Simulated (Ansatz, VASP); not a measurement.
## SnO2 in VASP and in Ansatz

Contents of INCAR:

```
SYSTEM = SnO2
ALGO     = Normal         ! electronic algorithm
EDIFF    = 1E-6           ! SCF threshold, eV
ENCUT    = 600            ! plane-wave cutoff, eV
GGA_COMPAT= .FALSE.      
ISIF     = 2              ! what is computed and relaxed
ISMEAR   = 0              ! smearing method
KPAR     = 4            
LASPH    = .TRUE.         ! aspherical terms in the spheres
LCHARG   = .FALSE.        ! write CHGCAR
LREAL    = .FALSE.        ! projectors in reciprocal space
LWAVE    = .FALSE.        ! write WAVECAR
NBANDS   = 64             ! bands
NELM     = 120            ! most SCF steps
PREC     = Accurate       ! precision mode
SIGMA    = 0.05           ! smearing width, eV
```

KPOINTS

```
k-points
0
G
  8 8 8
  0 0 0
```

The input POSCAR:

```
SnO2
1.0
   -5.2902885302      5.2902885302      1.5879422995
    5.2902885302     -5.2902885302      1.5879422995
    5.2902885302      5.2902885302     -1.5879422995
Sn O
4 8
Direct
    0.3492357895      0.1657941957      0.5150299852
    0.8342058043      0.3492357895      0.1834415939
    0.1657941957      0.6507642105      0.8165584061
    0.6507642105      0.8342058043      0.4849700148
    0.1597753283      0.4589155152      0.6186908435
    0.5410844848      0.1597753283      0.7008598132
    0.4589155152      0.8402246717      0.2991401868
    0.8402246717      0.5410844848      0.3813091565
    0.8438771858      0.7906031702      0.6344803560
    0.2093968298      0.8438771858      0.0532740156
    0.1561228142      0.2093968298      0.3655196440
    0.7906031702      0.1561228142      0.9467259844
```

Input for Ansatz:

```yaml
crystal:
  lattice:
    - [-5.2902885302, 5.2902885302, 1.5879422995]
    - [5.2902885302, -5.2902885302, 1.5879422995]
    - [5.2902885302, 5.2902885302, -1.5879422995]
  atoms:
    - { symbol: Sn, position: [0.3492357895, 0.1657941957, 0.5150299852] }
    - { symbol: Sn, position: [0.8342058043, 0.3492357895, 0.1834415939] }
    - { symbol: Sn, position: [0.1657941957, 0.6507642105, 0.8165584061] }
    - { symbol: Sn, position: [0.6507642105, 0.8342058043, 0.4849700148] }
    - { symbol: O, position: [0.1597753283, 0.4589155152, 0.6186908435] }
    - { symbol: O, position: [0.5410844848, 0.1597753283, 0.7008598132] }
    - { symbol: O, position: [0.4589155152, 0.8402246717, 0.2991401868] }
    - { symbol: O, position: [0.8402246717, 0.5410844848, 0.3813091565] }
    - { symbol: O, position: [0.8438771858, 0.7906031702, 0.634480356] }
    - { symbol: O, position: [0.2093968298, 0.8438771858, 0.0532740156] }
    - { symbol: O, position: [0.1561228142, 0.2093968298, 0.365519644] }
    - { symbol: O, position: [0.7906031702, 0.1561228142, 0.9467259844] }
basis:
  ecutwfc: 420
kpoints:
  mp_grid: { grid: [8, 8, 8] }
hamiltonian:
  xc: lda
scf:
  occupations: { method: gaussian, width: 0.05 }
output:
  forces: true
  stress: true
  eigenvalues: true
  write_density: true
  write_potential: true
  elf: true
  volumetric_format: npy
```

Alike in both runs: task single point; functional LDA; k mesh 8 × 8 × 8; occupations gaussian, width 0.05 eV; no spin polarisation.

|  | VASP | Ansatz |
| --- | --- | --- |
| version | VASP 6.6.1 | Ansatz 0.2.0 |
| potentials or method | VASP PAW LDA potentials, release 64 (Sn_d, O), cutoff 600 eV | scalar-relativistic, plane waves, PAW |
| valence electrons in the cell | 104 | 104 |

Ansatz gave:

* gap on the k mesh at the Fermi level (eV): 2.05
* least direct gap on the mesh (eV): 2.24
* pressure (GPa): 0.0
* traceless stress, the component that is largest in VASP (GPa): -0.02
* rms of the force components (eV/Å): 0.000

Estimate VASP's values.

gap on the k mesh at the Fermi level (eV): 2.06; least direct gap on the mesh (eV): 2.26; pressure (GPa): 0.7; traceless stress, the component that is largest in VASP (GPa): 0.23; rms of the force components (eV/Å): 0.024.

LDA's correlation is that of Perdew and Zunger in VASP and of Perdew and Wang (1992) in Ansatz. Atom by atom the forces differ by 0.024 eV/Å (rms over components).
